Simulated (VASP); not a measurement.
# Al4As5 in VASP: relaxation of the atoms with PBEsol

Aim: the relaxation of the atoms of Al4As5 with PBEsol.

Everything below comes from runs of VASP 6.6.1. Logs are shortened: lines on timing, memory, paths and dates and some standing lists are left out, and cuts for length are marked.

## (1) The cell of the first run

The cell holds a slab with vacuum, 9 atoms: a = 4.013 Å, b = 4.013 Å, c = 26.349 Å, α = 90.00°, β = 90.00°, γ = 90.00°.

## (2) Relaxation of the atoms, PBEsol

File INCAR:

```
PREC = Accurate
ENCUT = 450
EDIFF = 1E-7
ISMEAR = 0
SIGMA = 0.05
LREAL = F
LASPH = T
NELM = 120
ALGO = Normal
ISIF = 2
LWAVE = F
LCHARG = F
LDIPOL = T
IDIPOL = 3
DIPOL = 0.5 0.5 0.500
GGA = PS
IBRION = 2
NSW = 80
EDIFFG = -0.02
GGA_COMPAT = F
NELMIN = 4
NELMDL = -8
```

File KPOINTS:

```
regular mesh
0
Gamma
  7 7 1
```

File POSCAR:

```
Al4As5
1.0
    4.0125456552      0.0000000000      0.0000000000
    0.0000000000      4.0125456552      0.0000000000
    0.0000000000      0.0000000000     26.3491929703
As Al
5 4
Direct
    0.0000000000      0.5000000000      0.2846386987
    0.5000000000      0.0000000000      0.3923193494
    0.0000000000      0.5000000000      0.5000000000
    0.5000000000      0.0000000000      0.6076806506
    0.0000000000      0.5000000000      0.7153613013
    0.5000000000      0.5000000000      0.3384790241
    0.0000000000      0.0000000000      0.4461596747
    0.5000000000      0.5000000000      0.5538403253
    0.0000000000      0.0000000000      0.6615209759
```

Potentials or basis: VASP PAW PBE potentials, release 64 (As, Al).

On the command line:

```
cat potpaw_PBE.64/As/POTCAR potpaw_PBE.64/Al/POTCAR > POTCAR
mpirun -np 1 vasp_std > vasp.out
```

OUTCAR:

```text
PREC = Accurate
   ENCUT = 450
   EDIFF = 1E-7
   ISMEAR = 0
   LREAL = F
   LASPH = T
   NELM = 120
   ISIF = 2
   GGA = PS
   IBRION = 2
   NSW = 80
   EDIFFG = -0.02
   NELMIN = 4
   NELMDL = -8

 ion  position               nearest neighbor table
   1  0.000  0.500  0.285-   6 2.46   6 2.46
   2  0.500  0.000  0.392-   6 2.46   6 2.46   7 2.46   7 2.46
   3  0.000  0.500  0.500-   7 2.46   8 2.46   7 2.46   8 2.46
   4  0.500  0.000  0.608-   9 2.46   9 2.46   8 2.46   8 2.46
   5  0.000  0.500  0.715-   9 2.46   9 2.46
   6  0.500  0.500  0.338-   2 2.46   2 2.46   1 2.46   1 2.46
   7  0.000  0.000  0.446-   2 2.46   3 2.46   3 2.46   2 2.46
   8  0.500  0.500  0.554-   3 2.46   4 2.46   4 2.46   3 2.46
   9  0.000  0.000  0.662-   4 2.46   4 2.46   5 2.46   5 2.46

  LATTYP: Found a simple tetragonal cell.
 ALAT       =     4.0125456552
 C/A-ratio  =     6.5667023467

  Lattice vectors:

 A1 = (   4.0125456552,   0.0000000000,   0.0000000000)
 A2 = (   0.0000000000,   4.0125456552,   0.0000000000)
 A3 = (   0.0000000000,   0.0000000000,  26.3491929703)

Analysis of symmetry for initial positions (statically):
=====================================================================
 Subroutine PRICEL returns:
 Original cell was already a primitive cell.

 Routine SETGRP: Setting up the symmetry group for a
 simple tetragonal supercell.

 Subroutine GETGRP returns: Found  8 space group operations
 (whereof  4 operations were pure point group operations)
 out of a pool of 16 trial point group operations.

The static configuration has the point symmetry C_2v.
 The point group associated with its full space group is D_2d.

Analysis of symmetry for dynamics (positions and initial velocities):
=====================================================================
 Subroutine PRICEL returns:
 Original cell was already a primitive cell.

 Routine SETGRP: Setting up the symmetry group for a
 simple tetragonal supercell.

 Subroutine GETGRP returns: Found  8 space group operations
 (whereof  4 operations were pure point group operations)
 out of a pool of 16 trial point group operations.

The dynamic configuration has the point symmetry C_2v.
 The point group associated with its full space group is D_2d.

 Subroutine INISYM returns: Found  8 space group operations
 (whereof  4 operations are pure point group operations),
 and found     1 'primitive' translations

----------------------------------------------------------------------------------------

                                     Primitive cell

  volume of cell :     424.2358

  direct lattice vectors                    reciprocal lattice vectors
     4.012545655  0.000000000  0.000000000     0.249218348  0.000000000  0.000000000
     0.000000000  4.012545655  0.000000000     0.000000000  0.249218348  0.000000000
     0.000000000  0.000000000 26.349192970     0.000000000  0.000000000  0.037951826

  length of vectors
     4.012545655  4.012545655 26.349192970     0.249218348  0.249218348  0.037951826

  position of ions in fractional coordinates (direct lattice)
     0.000000000  0.500000000  0.284638699
     0.500000000  0.000000000  0.392319349
     0.000000000  0.500000000  0.500000000
     0.500000000  0.000000000  0.607680651
     0.000000000  0.500000000  0.715361301
     0.500000000  0.500000000  0.338479024
     0.000000000  0.000000000  0.446159675
     0.500000000  0.500000000  0.553840325
     0.000000000  0.000000000  0.661520976

  ion indices of the primitive-cell ions
   primitive index   ion index
                 1           1
                 2           2
                 3           3
                 4           4
[... 34 lines left out ...]
  0.000000  0.000000  0.000000      1.000000
  0.142857  0.000000  0.000000      4.000000
  0.285714  0.000000  0.000000      4.000000
  0.428571  0.000000  0.000000      4.000000
  0.142857  0.142857  0.000000      4.000000
  0.285714  0.142857  0.000000      8.000000
  0.428571  0.142857  0.000000      8.000000
  0.285714  0.285714  0.000000      4.000000
  0.428571  0.285714  0.000000      8.000000
  0.428571  0.428571  0.000000      4.000000
   k-points           NKPTS =     10   k-points in BZ     NKDIM =     10   number of bands    NBANDS=     23
   number of dos      NEDOS =    301   number of ions     NIONS =      9
   total plane-waves  NPLWV = 150528
   dimension x,y,z NGX =    28 NGY =   28 NGZ =  192
   dimension x,y,z NGXF=    56 NGYF=   56 NGZF=  384
   ions per type =               5   4
   NGX,Y,Z   is equivalent  to a cutoff of  11.60, 11.60, 12.11 a.u.
   NGXF,Y,Z  is equivalent  to a cutoff of  23.20, 23.20, 24.23 a.u.
 SYSTEM =  unknown system
   PREC   = accura    normal or accurate (medium, high low for compatibility)
   ISTART =      0    job   : 0-new  1-cont  2-samecut
   ICHARG =      2    charge: 1-file 2-atom 10-const
   ISPIN  =      1    spin polarized calculation?
   LNONCOLLINEAR =      F non collinear calculations
   LSORBIT =      F    spin-orbit coupling
   LASPH  =      T    aspherical Exc in radial PAW
   ENCUT  =  450.0 eV  33.07 Ry    5.75 a.u.   6.94  6.94 45.58*2*pi/ulx,y,z
   NELM   =    120;   NELMIN=  4; NELMDL= -8     # of ELM steps
   EDIFF  = 0.1E-06   stopping-criterion for ELM
   LREAL  =      F    real-space projection
   EDIFFG = -.2E-01   stopping-criterion for IOM
   NSW    =     80    number of steps for IOM
   IBRION =      2    ionic relax: 0-MD 1-quasi-New 2-CG
   NFREE  =      1    steps in history (QN), initial steepest desc. (CG)
   ISIF   =      2    stress and relaxation
   ISYM   =      2    0-nonsym 1-usesym 2-fastsym
   POTIM  = 0.5000    time-step for ionic-motion
   TEBEG  =    0.0;   TEEND  =   0.0 temperature during run
   PSTRESS=    0.0 pullay stress
   NELECT =      37.0000    total number of electrons
   NUPDOWN=      -1.0000    fix difference up-down
   EMIN   =  10.00;   EMAX   =-10.00  energy-range for DOS
   EFERMI =   0.00;   METHOD = LEGACY
   ISMEAR =     0;   SIGMA  =   0.05  broadening in eV -4-tet -1-fermi 0-gaus
   EFERMI_NEDOS =   21; number of points for ismear=-14 and -15
   IALGO  =     38    algorithm
   IMIX   =      4    mixing-type and parameters
     AMIX     =   0.40;   BMIX     =  1.00
     AMIX_MAG =   1.60;   BMIX_MAG =  1.00
  volume/ion in A,a.u.               =      47.14       318.10
  Fermi-wavevector in a.u.,A,eV,Ry     =   0.726005  1.371951  7.171404  0.527083
  Thomas-Fermi vector in A             =   1.816869
   LORBIT       =      0    0 simple, 1 ext, 2 COOP (PROOUT), +10 PAW based schemes
   GGA     = PS    functional components
   LHFCALC =     F    Hartree Fock is set to
   AEXX    =    0.0000 exact exchange contribution
   IVDW    =     0    specifies the selected vdW correction
   LEPSILON=     F    determine dielectric tensor
   LRPA    =     F    only Hartree local field effects (RPA)
 conjugate gradient relaxation of ions
 non-spin polarized calculation
 Gauss-broadening in eV      SIGMA  =   0.05
  energy-cutoff  :      450.00
  volume of cell :      424.24
 maximum number of plane-waves:      9234
 NGX is ok and might be reduce to    28
   NGX = 13   NGY = 13   NGZ = 91

--------------------------------------- Ionic step        1  -------------------------------------------

 number of electron      37.0000008 magnetization

 Free energy of the ion-electron system (eV)
  ---------------------------------------------------
  ext. energy  EPLUGINS =         0.00000000
  ---------------------------------------------------
  free energy    TOTEN  =       -41.82563435 eV

  energy without entropy =      -41.81315545  energy(sigma->0) =      -41.81939490

------------------------ aborting loop because EDIFF is reached ----------------------------------------

  FORCE on cell =-STRESS in cart. coord.  units (eV):
  Direction    XX          YY          ZZ          XY          YZ          ZX
  --------------------------------------------------------------------------------------
  -------------------------------------------------------------------------------------
  Total       -1.9192658     -1.9192658      0.2979571      0.0000000      0.0000000      0.0000000
  in kB       -7.2483375     -7.2483375      1.1252707      0.0000000      0.0000000      0.0000000
  external PRESSURE =      -4.4571348 kB  Pullay stress =       0.0000000 kB
[... 73 lines left out ...]
--------------------------------------- Ionic step        3  -------------------------------------------

 number of electron      37.0000008 magnetization

 dipolmoment           0.000000      0.000000     -0.000000 electrons x Angstroem

------------------------ aborting loop because EDIFF is reached ----------------------------------------

  FORCE on cell =-STRESS in cart. coord.  units (eV):
  Direction    XX          YY          ZZ          XY          YZ          ZX
  --------------------------------------------------------------------------------------
  -------------------------------------------------------------------------------------
  Total       -1.7653030     -1.7653030      0.2117535      0.0000000      0.0000000      0.0000000
  in kB       -6.6668785     -6.6668785      0.7997126      0.0000000      0.0000000      0.0000000
  external PRESSURE =      -4.1780148 kB  Pullay stress =       0.0000000 kB
[... 30 lines left out ...]
--------------------------------------- Ionic step        4  -------------------------------------------

 number of electron      37.0000008 magnetization

 dipolmoment           0.000000      0.000000      0.000000 electrons x Angstroem

 Free energy of the ion-electron system (eV)
  ---------------------------------------------------
  ext. energy  EPLUGINS =         0.00000000
  ---------------------------------------------------
  free energy    TOTEN  =       -41.83289034 eV

  energy without entropy =      -41.82208298  energy(sigma->0) =      -41.82748666

 E-fermi :  -1.4029     XC(G=0):  -5.1031

 val. band max:       -1.4519971808   @ k =   0.0000   0.0000   0.0000
 cond. band min:      -1.4018346799   @ k =   0.4286   0.2857   0.0000
 fundamental gap:      0.0501625010
 Fermi energy:        -1.4028633027

 k-point     1 :       0.0000    0.0000    0.0000
  band No.  band energies     occupation
      1     -13.0669      2.00000
      2     -12.5593      2.00000
      3     -11.9236      2.00000
      4     -11.1018      2.00000
      5     -10.9433      2.00000
      6      -6.2045      2.00000
[... 249 lines left out ...]
     22       1.0590      0.00000
     23       1.6651      0.00000

------------------------ aborting loop because EDIFF is reached ----------------------------------------

 vacuum level on the upper side and lower side of the slab       (xc-potential included)        -0.011        -0.011

  FORCE on cell =-STRESS in cart. coord.  units (eV):
  Direction    XX          YY          ZZ          XY          YZ          ZX
  --------------------------------------------------------------------------------------
  -------------------------------------------------------------------------------------
  Total       -1.7547987     -1.7547987      0.2115091      0.0000000      0.0000000      0.0000000
  in kB       -6.6272079     -6.6272079      0.7987896      0.0000000      0.0000000      0.0000000
  external PRESSURE =      -4.1518754 kB  Pullay stress =       0.0000000 kB
[... 24 lines left out ...]
  FREE ENERGIE OF THE ION-ELECTRON SYSTEM (eV)
  ---------------------------------------------------
  free  energy   TOTEN  =       -41.8328903365 eV

  energy  without entropy=      -41.8220829752  energy(sigma->0) =      -41.82748666

 reached required accuracy - stopping structural energy minimisation

 vacuum level on the upper side and lower side of the slab         4.646         4.646
```

Run time: 3.4 min. Hardware: 1 thread of AMD EPYC 7R13 (Zen 3), shared host; peak memory 0.4 GiB.

Results:

* Free energy: -41.8329 eV
* Energy gained by relaxing: 0.8 meV/atom
* Ionic steps: 4
* Largest force after relaxing: 0.020 eV/Å

Forces in eV/Å, atoms in the order of the input:
```
As   0.000  0.000  0.001
As   0.000  0.000 -0.020
As   0.000  0.000  0.000
As   0.000  0.000  0.020
As   0.000  0.000 -0.001
Al   0.000  0.000 -0.015
Al   0.000  0.000 -0.002
Al   0.000  0.000  0.002
Al   0.000  0.000  0.015
```

The path:
```csv
step,energy change (eV),largest force (eV/Å),pressure (GPa)
1,0.0000,0.2139,-0.45
2,-0.0065,0.0847,-0.43
3,-0.0071,0.0300,-0.42
4,-0.0073,0.0195,-0.42
```

Final structure:
```xyz
9
Lattice="4.0125 0.0000 0.0000 0.0000 4.0125 0.0000 0.0000 0.0000 26.3492" Properties=species:S:1:pos:R:3 pbc="T T T"
As    0.0000    2.0063    7.5055
As    2.0063    0.0000   10.3487
As    0.0000    2.0063   13.1746
As    2.0063    0.0000   16.0005
As    0.0000    2.0063   18.8437
Al    2.0063    2.0063    8.9024
Al    0.0000    0.0000   11.7477
Al    2.0063    2.0063   14.6015
Al    0.0000    0.0000   17.4468
```

Caveat: the PAW data sets were made with another functional, which shifts forces and pressure a little.
